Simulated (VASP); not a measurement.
Runs of VASP 6.6.1 on C. The structure is that of space group P-3m1 (No. 164), or close to it. The cells are those of the table. 

```csv
cell,gap on the mesh (eV),pressure (GPa),largest force (eV/Å)
"a = 2.465, b = 2.465, c = 16.477 Å, angles 90.0, 90.0, 60.0°, 8 atoms",0.39,0.4,0.02
"a = 2.465, b = 2.465, c = 15.477 Å, angles 90.0, 90.0, 60.0°, 8 atoms",0.39,0.4,0.02
"a = 2.465, b = 2.465, c = 14.977 Å, angles 90.0, 90.0, 60.0°, 8 atoms",0.39,0.4,0.03
"a = 2.465, b = 2.465, c = 13.727 Å, angles 90.0, 90.0, 60.0°, 8 atoms",0.34,0.3,0.03
"a = 2.465, b = 2.465, c = 13.177 Å, angles 90.0, 90.0, 60.0°, 8 atoms",(a),(b),0.11
```

Alike in all rows: task single point; level PBE+D3(BJ); potentials or basis VASP PAW PBE potentials, release 64 (C); no spin polarisation; k mesh 22 × 22 × 4; cutoff (eV) 520; smearing gaussian 0.15 eV.

Q: Estimate the missing entries.

A: (a) 0.23; (b) 0.8.

A k mesh can miss the band edges.
